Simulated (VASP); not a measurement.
SnO: single point with PBE+D3(BJ)

SnO, a slab with vacuum:

```
CELL_PARAMETERS angstrom
3.82016 0.00000 0.00000
0.00000 3.82016 0.00000
0.00000 0.00000 22.22608
ATOMIC_POSITIONS crystal
Sn 0.75000 0.25000 0.20246
Sn 0.25000 0.75000 0.30878
Sn 0.37500 0.12500 0.48875
Sn 0.87500 0.62500 0.59507
O 0.25000 0.25000 0.25562
O 0.75000 0.75000 0.25562
O 0.87500 0.12500 0.54191
O 0.37500 0.62500 0.54191
```

This cell differs from its parent crystal: layers slid over each other.

```yaml
Program: VASP 6.6.1
Task: single point
Functional: PBE
Dispersion: D3(BJ)
Potentials_or_basis: VASP PAW PBE potentials, release 64 (Sn_d, O_h)
Cutoff: 910 eV
k_mesh: 7 × 7 × 1
Occupations: gaussian, width 0.05 eV
Spin: no spin polarisation
```

* Largest force: 0.109 eV/Å
* Band gap on the k mesh: 2.37 eV (least direct gap 2.53 eV)
* Dispersion energy per atom: -0.157 eV

Forces on the atoms (eV/Å):
```
Sn  -0.003 -0.005 -0.071
Sn  -0.015 -0.029  0.104
Sn   0.015  0.029 -0.104
Sn   0.003  0.005  0.071
O    0.006 -0.024  0.007
O   -0.018  0.010  0.008
O    0.018 -0.010 -0.008
O   -0.006  0.024 -0.007
```

Levels at points of the mesh, in eV from the valence-band top:
```csv
k point,band 37,band 38,band 39,band 40,band 41,band 42,band 43,band 44
"(0.00, 0.00, 0.00)",-1.99,-1.99,-0.69,-0.03,2.49,2.82,2.82,3.87
```

Run time: 18 min on 1 thread of Intel(R) Xeon(R) 6975P-C (Granite Rapids), with other jobs on the host, peak memory 1.1 GiB.

Caveat: the cell differs from its parent crystal (layers slid over each other); spin-orbit coupling is left out, which moves the levels of the heavy elements.
